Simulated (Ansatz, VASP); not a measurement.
**Two plane-wave programs on PtSe2**

INCAR

```
SYSTEM = PtSe2
PREC = Accurate
ENCUT = 520
EDIFF = 1E-7
ISMEAR = 1
SIGMA = 0.2
LREAL = .False.
LASPH = .True.
NELM = 100
ALGO = Fast
ISIF = 2
LWAVE = .False.
LCHARG = .True.
LDIPOL = .True.
IDIPOL = 3
DIPOL = 0.5 0.5 0.500
GGA = PS
LELF = .True.
LVHAR = .True.
LVACPOTAV = .True.
NBANDS = 56
```

File KPOINTS:

```
Automatic mesh
0
Gamma
  9 7 1
  0 0 0
```

File POSCAR:

```
PtSe2
1.0
    3.7607248976      0.0000000000      0.0000000000
    0.0000000000      4.8633103208      0.0000000000
    0.0000000000      0.0000000000     26.9419054258
Se Pt
8 4
Direct
    0.0000000000      0.2606754617      0.2783767474
    0.0000000000      0.7393245383      0.3589670210
    0.5000000000      0.2606754617      0.3992621579
    0.5000000000      0.7393245383      0.4798524316
    0.0000000000      0.2606754617      0.5201475684
    0.0000000000      0.7393245383      0.6007378421
    0.5000000000      0.2606754617      0.6410329790
    0.5000000000      0.7393245383      0.7216232526
    0.5000000000      0.0000000000      0.3186718842
    0.0000000000      0.0000000000      0.4395572947
    0.5000000000      0.0000000000      0.5604427053
    0.0000000000      0.0000000000      0.6813281158
```

Input for Ansatz:

```yaml
crystal:
  lattice:
    - [3.7607248976, 0.0, 0.0]
    - [0.0, 4.8633103208, 0.0]
    - [0.0, 0.0, 26.9419054258]
  atoms:
    - { symbol: Se, position: [0.0, 0.2606754617, 0.2783767474] }
    - { symbol: Pt, position: [0.5, 0.0, 0.3186718842] }
    - { symbol: Se, position: [0.0, 0.7393245383, 0.358967021] }
    - { symbol: Se, position: [0.5, 0.2606754617, 0.3992621579] }
    - { symbol: Pt, position: [0.0, 0.0, 0.4395572947] }
    - { symbol: Se, position: [0.5, 0.7393245383, 0.4798524316] }
    - { symbol: Se, position: [0.0, 0.2606754617, 0.5201475684] }
    - { symbol: Pt, position: [0.5, 0.0, 0.5604427053] }
    - { symbol: Se, position: [0.0, 0.7393245383, 0.6007378421] }
    - { symbol: Se, position: [0.5, 0.2606754617, 0.641032979] }
    - { symbol: Pt, position: [0.0, 0.0, 0.6813281158] }
    - { symbol: Se, position: [0.5, 0.7393245383, 0.7216232526] }
basis:
  ecutwfc: 420
kpoints:
  mp_grid: { grid: [9, 7, 1] }
hamiltonian:
  xc: pbesol
scf:
  occupations: { method: cold, width: 0.2 }
output:
  forces: true
  stress: true
  eigenvalues: true
efield:
  axis: 3
  dipole_correction: true
  ramp_width: 0.04
```

Alike in both runs: task single point; functional PBEsol; k mesh 9 × 7 × 1; no spin polarisation.

|  | VASP | Ansatz |
| --- | --- | --- |
| version | VASP 6.6.1 | Ansatz 0.2.0 |
| potentials or method | VASP PAW PBE potentials, release 64 (Se, Pt), cutoff 520 eV | scalar-relativistic, plane waves, PAW |
| occupations | methfessel-paxton of order 1, width 0.2 eV | cold, width 0.2 eV |
| valence electrons in the cell | 88 | 200 |

VASP gave:

| Quantity | Value |
| --- | --- |
| gap on the k mesh at the Fermi level (eV) | none |
| rms of the force components (eV/Å) | 0.400 |
| work function, face that differs most (eV) | 5.57 |

Estimate Ansatz's values.

gap on the k mesh at the Fermi level (eV): none; rms of the force components (eV/Å): 0.406; work function, face that differs most (eV): 5.62.

VASP's potentials were made for PBE, not for PBEsol. A gap of «none» marks a metal or a gap that the smearing closes. VASP's potentials hold 88 valence electrons a cell and Ansatz's 200, so a difference there can come from the potentials and not from the codes.

Neither program's run includes spin-orbit coupling.
